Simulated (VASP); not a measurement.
# Na2Sc (P-3m1) in VASP: notebook

Na2Sc is run at these levels: PBE, r2SCAN; tasks: single point.

Everything below comes from runs of VASP 6.6.1. Logs are shortened: lines on timing, memory, paths and dates and some standing lists are left out, and cuts for length are marked.

## 1. The cell of the first run

It takes space group P-3m1 (No. 164, trigonal). Conventional cell: a = 3.373 Å, b = 3.373 Å, c = 5.630 Å, α = 90.00°, β = 90.00°, γ = 120.00°. Within 3.2 Å of Na (site symmetry 3m) lie 3 Sc at 2.40 Å. Sc (site symmetry -3m) has 6 Na at 2.40 Å within 3.2 Å.

## 2. Single point, PBE

Contents of INCAR:

```
SYSTEM = Na2Sc
ALGO = Fast
EDIFF = 1E-6
ENCUT = 520
GGA = PE
ISIF = 2
ISMEAR = -1
LASPH = .TRUE.
LCHARG = .FALSE.
LREAL = .FALSE.
LWAVE = .FALSE.
NBANDS = 20
NELM = 60
PREC = Accurate
SIGMA = 0.1
```

Contents of KPOINTS:

```
k-points
0
G
  12 12 7
  0 0 0
```

Contents of POSCAR:

```
Na2Sc
1.0
    3.3730850600      0.0000000000      0.0000000000
   -1.6865425300      2.9211773500      0.0000000000
    0.0000000000      0.0000000000      5.6300470300
Na Sc
2 1
Direct
    0.3333333300      0.6666666700      0.2500000000
    0.6666666700      0.3333333300      0.7500000000
    0.0000000000      0.0000000000      0.0000000000
```

Potentials or basis: VASP PAW PBE potentials, release 64 (Na_pv, Sc_sv).

On the command line:

```
> cat potpaw_PBE.64/Na_pv/POTCAR potpaw_PBE.64/Sc_sv/POTCAR > POTCAR
> mpirun -np 1 vasp_std > vasp.out
```

OUTCAR:

```text
SYSTEM = Na2Sc
   EDIFF = 1E-6
   ENCUT = 520
   GGA = PE
   ISIF = 2
   ISMEAR = -1
   LASPH = .TRUE.
   LREAL = .FALSE.
   NELM = 60
   PREC = Accurate

 ion  position               nearest neighbor table
   1  0.333  0.667  0.250-   3 2.40   3 2.40   3 2.40
   2  0.667  0.333  0.750-   3 2.40   3 2.40   3 2.40
   3  0.000  0.000  0.000-   1 2.40   2 2.40   1 2.40   2 2.40   2 2.40   1 2.40

  LATTYP: Found a hexagonal cell.
 ALAT       =     3.3730850600
 C/A-ratio  =     1.6691091182

  Lattice vectors:

 A1 = (   3.3730850600,   0.0000000000,   0.0000000000)
 A2 = (  -1.6865425300,   2.9211773500,   0.0000000000)
 A3 = (   0.0000000000,   0.0000000000,   5.6300470300)

Analysis of symmetry for initial positions (statically):
=====================================================================
 Subroutine PRICEL returns:
 Original cell was already a primitive cell.

 Routine SETGRP: Setting up the symmetry group for a
 hexagonal supercell.

 Subroutine GETGRP returns: Found 12 space group operations
 (whereof 12 operations were pure point group operations)
 out of a pool of 24 trial point group operations.

The static configuration has the point symmetry D_3d.

Analysis of symmetry for dynamics (positions and initial velocities):
=====================================================================
 Subroutine PRICEL returns:
 Original cell was already a primitive cell.

 Routine SETGRP: Setting up the symmetry group for a
 hexagonal supercell.

 Subroutine GETGRP returns: Found 12 space group operations
 (whereof 12 operations were pure point group operations)
 out of a pool of 24 trial point group operations.

The dynamic configuration has the point symmetry D_3d.

 Subroutine INISYM returns: Found 12 space group operations
 (whereof 12 operations are pure point group operations),
 and found     1 'primitive' translations

----------------------------------------------------------------------------------------

                                     Primitive cell

  volume of cell :      55.4750

  direct lattice vectors                    reciprocal lattice vectors
     3.373085060  0.000000000  0.000000000     0.296464507  0.171163863  0.000000000
    -1.686542530  2.921177350  0.000000000     0.000000000  0.342327726  0.000000000
     0.000000000  0.000000000  5.630047030     0.000000000  0.000000000  0.177618410

  length of vectors
     3.373085060  3.373085059  5.630047030     0.342327726  0.342327726  0.177618410

  position of ions in fractional coordinates (direct lattice)
     0.333333330  0.666666670  0.250000000
     0.666666670  0.333333330  0.750000000
     0.000000000  0.000000000  0.000000000

  ion indices of the primitive-cell ions
   primitive index   ion index
                 1           1
                 2           2
                 3           3

----------------------------------------------------------------------------------------

 KPOINTS: k-points

Automatic generation of k-mesh.
 Grid dimensions read from file:
 generate k-points for:   12   12    7

 Generating k-lattice:

  Cartesian coordinates                     Fractional coordinates (reciprocal lattice)
     0.024705376  0.014263655  0.000000000     0.083333333 -0.000000000  0.000000000
     0.000000000  0.028527311  0.000000000     0.000000000  0.083333333  0.000000000
     0.000000000  0.000000000  0.025374059     0.000000000  0.000000000  0.142857143

  Length of vectors
     0.028527311  0.028527311  0.025374059

  Shift w.r.t. Gamma in fractional coordinates (k-lattice)
     0.000000000  0.000000000  0.000000000

 Subroutine IBZKPT returns following result:
 ===========================================

 Found    112 irreducible k-points:

 Following reciprocal coordinates:
            Coordinates               Weight
  0.000000  0.000000  0.000000      1.000000
  0.083333  0.000000  0.000000      6.000000
  0.166667  0.000000  0.000000      6.000000
  0.250000  0.000000  0.000000      6.000000
  0.333333  0.000000  0.000000      6.000000
  0.416667  0.000000  0.000000      6.000000
[... 16 lines left out ...]
  0.166667  0.000000  0.142857      6.000000
  0.000000  0.166667  0.142857      6.000000
 [... further k-points ...]
   k-points           NKPTS =    112   k-points in BZ     NKDIM =    112   number of bands    NBANDS=     20
   number of dos      NEDOS =    301   number of ions     NIONS =      3
   total plane-waves  NPLWV =  32928
   dimension x,y,z NGX =    28 NGY =   28 NGZ =   42
   dimension x,y,z NGXF=    56 NGYF=   56 NGZF=   84
   ions per type =               2   1
   NGX,Y,Z   is equivalent  to a cutoff of  13.80, 13.80, 12.40 a.u.
   NGXF,Y,Z  is equivalent  to a cutoff of  27.60, 27.60, 24.80 a.u.
 SYSTEM =  Na2Sc
   PREC   = accura    normal or accurate (medium, high low for compatibility)
   ISTART =      0    job   : 0-new  1-cont  2-samecut
   ICHARG =      2    charge: 1-file 2-atom 10-const
   ISPIN  =      1    spin polarized calculation?
   LNONCOLLINEAR =      F non collinear calculations
   LSORBIT =      F    spin-orbit coupling
   LASPH  =      T    aspherical Exc in radial PAW
   ENCUT  =  520.0 eV  38.22 Ry    6.18 a.u.   6.27  6.27 10.47*2*pi/ulx,y,z
   NELM   =     60;   NELMIN=  2; NELMDL= -5     # of ELM steps
   EDIFF  = 0.1E-05   stopping-criterion for ELM
   LREAL  =      F    real-space projection
   EDIFFG = 0.1E-04   stopping-criterion for IOM
   NSW    =      0    number of steps for IOM
   IBRION =     -1    ionic relax: 0-MD 1-quasi-New 2-CG
   NFREE  =      0    steps in history (QN), initial steepest desc. (CG)
   ISIF   =      2    stress and relaxation
   ISYM   =      2    0-nonsym 1-usesym 2-fastsym
   POTIM  = 0.5000    time-step for ionic-motion
   TEBEG  =    0.0;   TEEND  =   0.0 temperature during run
   PSTRESS=    0.0 pullay stress
   NELECT =      25.0000    total number of electrons
   NUPDOWN=      -1.0000    fix difference up-down
   EMIN   =  10.00;   EMAX   =-10.00  energy-range for DOS
   EFERMI =   0.00;   METHOD = LEGACY
   ISMEAR =    -1;   SIGMA  =   0.10  broadening in eV -4-tet -1-fermi 0-gaus
   EFERMI_NEDOS =   21; number of points for ismear=-14 and -15
   IALGO  =     68    algorithm
   IMIX   =      4    mixing-type and parameters
     AMIX     =   0.40;   BMIX     =  1.00
     AMIX_MAG =   1.60;   BMIX_MAG =  1.00
  volume/ion in A,a.u.               =      18.49       124.79
  Fermi-wavevector in a.u.,A,eV,Ry     =   1.255131  2.371854 21.433993  1.575354
  Thomas-Fermi vector in A             =   2.388903
   LORBIT       =      0    0 simple, 1 ext, 2 COOP (PROOUT), +10 PAW based schemes
   GGA     = PE    functional components
   LHFCALC =     F    Hartree Fock is set to
   AEXX    =    0.0000 exact exchange contribution
   IVDW    =     0    specifies the selected vdW correction
   LEPSILON=     F    determine dielectric tensor
   LRPA    =     F    only Hartree local field effects (RPA)
 non-spin polarized calculation
 RMM-DIIS sequential band-by-band and
  energy-cutoff  :      520.00
  volume of cell :       55.47
 maximum number of plane-waves:      1521
 NGX is ok and might be reduce to    28
   NGX = 13   NGY = 13   NGZ = 21

 number of electron      24.9999993 magnetization

 Free energy of the ion-electron system (eV)
  ---------------------------------------------------
  ext. energy  EPLUGINS =         0.00000000
  ---------------------------------------------------
  free energy    TOTEN  =        -2.95193870 eV

  energy without entropy =       -2.83648460  energy(sigma->0) =       -2.89421165

 E-fermi :   3.8562     XC(G=0):  -9.3699

 val. band max:        3.8490720957   @ k =   0.1667   0.1667   0.4286
 cond. band min:       3.8603140591   @ k =   0.3333   0.0833   0.0000
 fundamental gap:      0.0112419634
 Fermi energy:         3.8562455325

 k-point     1 :       0.0000    0.0000    0.0000
  band No.  band energies     occupation
      1     -45.7055      2.00000
      2     -24.6756      2.00000
      3     -24.3115      2.00000
      4     -24.3115      2.00000
      5     -21.4053      2.00000
      6     -21.3605      2.00000
[... 12 lines left out ...]
     19      15.1246      0.00000
     20      15.2853      0.00000

 k-point     2 :       0.0833    0.0000    0.0000
  band No.  band energies     occupation
      1     -45.7037      2.00000
      2     -24.6773      2.00000
      3     -24.3332      2.00000
      4     -24.3180      2.00000
      5     -21.3984      2.00000
      6     -21.3612      2.00000
[... 12 lines left out ...]
     19      14.0198      0.00000
     20      15.1760      0.00000

 k-point     3 :       0.1667    0.0000    0.0000
  band No.  band energies     occupation
      1     -45.6988      2.00000
      2     -24.6820      2.00000
      3     -24.3917      2.00000
      4     -24.3358      2.00000
      5     -21.3858      2.00000
      6     -21.3622      2.00000
[... 12 lines left out ...]
     19      12.1624      0.00000
     20      14.1307      0.00000

 k-point     4 :       0.2500    0.0000    0.0000
  band No.  band energies     occupation
      1     -45.6922      2.00000
      2     -24.6888      2.00000
      3     -24.4695      2.00000
      4     -24.3598      2.00000
      5     -21.3838      2.00000
      6     -21.3692      2.00000
[... 12 lines left out ...]
     19      10.4199      0.00000
     20      13.4214      0.00000

 k-point     5 :       0.3333    0.0000    0.0000
  band No.  band energies     occupation
      1     -45.6854      2.00000
      2     -24.6966      2.00000
      3     -24.5445      2.00000
      4     -24.3836      2.00000
      5     -21.4041      2.00000
      6     -21.3644      2.00000
[... 12 lines left out ...]
     19       9.0143      0.00000
     20      12.4499      0.00000

 k-point     6 :       0.4167    0.0000    0.0000
  band No.  band energies     occupation
      1     -45.6805      2.00000
      2     -24.7041      2.00000
      3     -24.5966      2.00000
      4     -24.4009      2.00000
      5     -21.4236      2.00000
      6     -21.3634      2.00000
[... 12 lines left out ...]
     19       8.2791      0.00000
     20      10.9255      0.00000

 k-point     7 :       0.5000    0.0000    0.0000
  band No.  band energies     occupation
      1     -45.6787      2.00000
      2     -24.7077      2.00000
      3     -24.6145      2.00000
      4     -24.4072      2.00000
      5     -21.4309      2.00000
      6     -21.3641      2.00000
[... 12 lines left out ...]
     19       8.3328      0.00000
     20      10.1789      0.00000
[... 277 lines left out ...]
 k-point    20 :       0.0000    0.0000    0.1429
  band No.  band energies     occupation
      1     -45.7055      2.00000
      2     -24.6756      2.00000
      3     -24.3115      2.00000
      4     -24.3115      2.00000
      5     -21.3997      2.00000
      6     -21.3596      2.00000
[... 12 lines left out ...]
     19      15.0577      0.00000
     20      15.2348      0.00000

 k-point    21 :       0.0833    0.0000    0.1429
  band No.  band energies     occupation
      1     -45.7037      2.00000
      2     -24.6773      2.00000
      3     -24.3332      2.00000
      4     -24.3181      2.00000
      5     -21.3934      2.00000
      6     -21.3619      2.00000
[... 12 lines left out ...]
     19      14.0190      0.00000
     20      15.0056      0.00000

 k-point    22 :       0.0000    0.0833    0.1429
  band No.  band energies     occupation
      1     -45.7037      2.00000
      2     -24.6773      2.00000
      3     -24.3332      2.00000
      4     -24.3180      2.00000
      5     -21.3954      2.00000
      6     -21.3609      2.00000
[... 12 lines left out ...]
     19      14.1293      0.00000
     20      14.8254      0.00000

 k-point    23 :       0.1667    0.0000    0.1429
  band No.  band energies     occupation
      1     -45.6988      2.00000
      2     -24.6820      2.00000
      3     -24.3917      2.00000
      4     -24.3358      2.00000
      5     -21.3792      2.00000
      6     -21.3636      2.00000
[... 12 lines left out ...]
     19      12.2041      0.00000
     20      14.5033      0.00000

 k-point    24 :       0.0000    0.1667    0.1429
  band No.  band energies     occupation
      1     -45.6988      2.00000
      2     -24.6819      2.00000
      3     -24.3916      2.00000
      4     -24.3357      2.00000
      5     -21.3907      2.00000
      6     -21.3631      2.00000
[... 12 lines left out ...]
     19      12.3172      0.00000
     20      14.1362      0.00000

 [... further k-points ...]

------------------------ aborting loop because EDIFF is reached ----------------------------------------

  FORCE on cell =-STRESS in cart. coord.  units (eV):
  Direction    XX          YY          ZZ          XY          YZ          ZX
  --------------------------------------------------------------------------------------
  -------------------------------------------------------------------------------------
  Total       10.0220525     10.0220525     10.8828588      0.0000000     -0.0000000      0.0000000
  in kB      289.4476417    289.4476415    314.3086526      0.0000000     -0.0000000      0.0000000
  external PRESSURE =     297.7346453 kB  Pullay stress =       0.0000000 kB

 VOLUME and BASIS-vectors are now :
 -----------------------------------------------------------------------------
  energy-cutoff  :      520.00
  volume of cell :       55.47
      direct lattice vectors                 reciprocal lattice vectors
     3.373085060  0.000000000  0.000000000     0.296464507  0.171163863  0.000000000
    -1.686542530  2.921177350  0.000000000     0.000000000  0.342327726  0.000000000
     0.000000000  0.000000000  5.630047030     0.000000000  0.000000000  0.177618410

 POSITION                                       TOTAL-FORCE (eV/Angst)
 -----------------------------------------------------------------------------------
     -0.00000      1.94745      1.40751         0.000000      0.000000      4.004611
      1.68654      0.97373      4.22254        -0.000000      0.000000     -4.004611
      0.00000      0.00000      0.00000        -0.000000      0.000000      0.000000
 -----------------------------------------------------------------------------------
    total drift:                                0.000000      0.000000      0.000000

  FREE ENERGIE OF THE ION-ELECTRON SYSTEM (eV)
  ---------------------------------------------------
  free  energy   TOTEN  =        -2.9519386990 eV

  energy  without entropy=       -2.8364845983  energy(sigma->0) =       -2.89421165
```

It took 67 s on 1 thread of Intel Xeon 6975P-C (Granite Rapids), shared host; peak memory 0.25 GiB.

Results:

```yaml
Free_energy: -2.9519 eV
Pressure: 29.8 GPa
Largest_force: 4.005 eV/Å
Band_gap_on_the_k_mesh: zero (an odd number of electrons rules out a gap without spin polarisation)
```

Forces on the atoms (eV/Å):
```
Na   0.000  0.000  4.005
Na   0.000  0.000 -4.005
Sc   0.000  0.000  0.000
```

Stress tensor (GPa, compression positive):
```
28.94  0.00  0.00
 0.00 28.94  0.00
 0.00  0.00 31.43
```

Caveat: the cell stands under pressure; forces of over 1 eV/Å act on the atoms, so gaps and moduli don't describe the material at rest.

## 3. Single point, r2SCAN

POSCAR is that of step 2.

Contents of INCAR.step1:

```
SYSTEM = Na2Sc
ALGO = Normal
EDIFF = 1E-4
ENCUT = 520
GGA = PE
ISMEAR = -1
LASPH = .True.
LCHARG = .False.
LREAL = .False.
LWAVE = .True.
NBANDS = 20
NELM = 100
PREC = Accurate
SIGMA = 0.05
```

Contents of INCAR.step2:

```
SYSTEM = Na2Sc
ALGO = Normal
EDIFF = 1E-7
ENCUT = 520
ISIF = 2
ISMEAR = -1
ISTART = 1
LASPH = .True.
LCHARG = .False.
LMIXTAU = .True.
LREAL = .False.
LWAVE = .False.
METAGGA = R2SCAN
NBANDS = 20
NELM = 100
PREC = Accurate
SIGMA = 0.05
```

Contents of KPOINTS:

```
k-points
0
Gamma
  10 10 6
  0 0 0
```

Potentials or basis: VASP PAW PBE potentials, release 64 (Na_pv, Sc_sv).

On the command line:

```
> cat potpaw_PBE.64/Na_pv/POTCAR potpaw_PBE.64/Sc_sv/POTCAR > POTCAR
> cp INCAR.step1 INCAR
> mpirun -np 1 vasp_std > vasp.out
> cp INCAR.step2 INCAR
> mpirun -np 1 vasp_std > vasp.out
```

Wall time 3.8 min (1 thread of Intel Xeon 6975P-C (Granite Rapids), shared host); peak memory 0.23 GiB.

It converged, with:

| Quantity | Value |
| --- | --- |
| Free energy | -12.6009 eV |
| Pressure | 28.2 GPa |
| Largest force | 3.812 eV/Å |
| Band gap on the k mesh | zero (an odd number of electrons rules out a gap without spin polarisation) |

Forces on the atoms (eV/Å):
```
Na   0.000  0.000  3.812
Na   0.000  0.000 -3.812
Sc   0.000  0.000  0.000
```

Stress tensor (GPa, compression positive):
```
27.78  0.00  0.00
 0.00 27.78  0.00
 0.00  0.00 29.10
```

Levels at points of the mesh, in eV from the Fermi level:
```tsv
k point	band 11	band 12	band 13	band 14	band 15	band 16
(0.00, 0.00, 0.00)	-5.07	-1.81	0.31	0.93	0.93	2.14
(0.50, 0.00, 0.00)	-1.91	-0.33	-0.32	0.36	1.91	3.30
(0.00, 0.00, 0.50)	-4.23	-3.16	-0.19	0.93	0.93	2.13
(0.50, 0.00, 0.50)	-1.85	-0.13	0.22	0.85	1.22	1.88
```

Caveat: the cell stands under pressure; the PAW data sets were made with another functional, which shifts forces and pressure a little.

## 4. Single point, PBE

Contents of INCAR:

```
  PREC = Accurate
  ENCUT = 520
  EDIFF = 1E-6
  ISMEAR = -1
  SIGMA = 0.1
  LREAL = F
  LASPH = T
  NELM = 60
  ALGO = Fast
  ISIF = 2
  LWAVE = F
  LCHARG = F
  GGA = PE
  NBANDS = 20
```

Contents of KPOINTS:

```
Automatic mesh
0
Gamma
  15 15 8
```

POSCAR is that of step 3.

On the command line:

```
> cat potpaw_PBE.64/Na_pv/POTCAR potpaw_PBE.64/Sc_sv/POTCAR > POTCAR
> mpirun -np 1 vasp_std > vasp.out
```

Wall time 2.3 min (1 thread of Intel Xeon 6975P-C (Granite Rapids), shared host); peak memory 0.32 GiB.

It converged, with:

```yaml
Free_energy: -2.9520 eV
Pressure: 29.8 GPa
Largest_force: 4.004 eV/Å
Band_gap_on_the_k_mesh: zero (an odd number of electrons rules out a gap without spin polarisation)
```

Forces in eV/Å, atoms in the order of the input:
```
Na   0.000  0.000  4.004
Na   0.000  0.000 -4.004
Sc   0.000  0.000  0.000
```

Stress tensor (GPa, compression positive):
```
28.94  0.00  0.00
 0.00 28.94  0.00
 0.00  0.00 31.43
```

Levels at points of the mesh, in eV from the Fermi level:
```tsv
k point	band 10	band 11	band 12	band 13	band 14	band 15
(0.00, 0.00, 0.00)	-25.12	-4.85	-1.64	0.24	0.89	0.89
(0.00, 0.00, 0.50)	-25.15	-4.06	-2.97	-0.17	0.89	0.89
```

Caveat: the cell stands under pressure; forces of over 1 eV/Å act on the atoms, so gaps and moduli don't describe the material at rest.

## 5. Summary

```csv
level,k mesh,smearing,gap on the mesh (eV),pressure (GPa),largest force (eV/Å)
PBE,12 × 12 × 7,fermi-dirac 0.1 eV,none,29.8,4.00
r2SCAN,10 × 10 × 6,fermi-dirac 0.05 eV,none,28.2,3.81
PBE,15 × 15 × 8,fermi-dirac 0.1 eV,none,29.8,4.00
```

Alike in all rows: task single point; potentials or basis VASP PAW PBE potentials, release 64 (Na_pv, Sc_sv); no spin polarisation; cell as given; cutoff (eV) 520.

The pressure there spans 28.2 GPa (r2SCAN) to 29.8 GPa (PBE); a positive pressure means that this level wants a larger cell, a negative one a smaller.

Caveats: the cell stands under pressure; forces of over 1 eV/Å act on the atoms, so gaps and moduli don't describe the material at rest (at least some runs); the PAW data sets were made with another functional, which shifts forces and pressure a little (at least some runs).

Absolute energies hang on the potentials; compare differences alone.
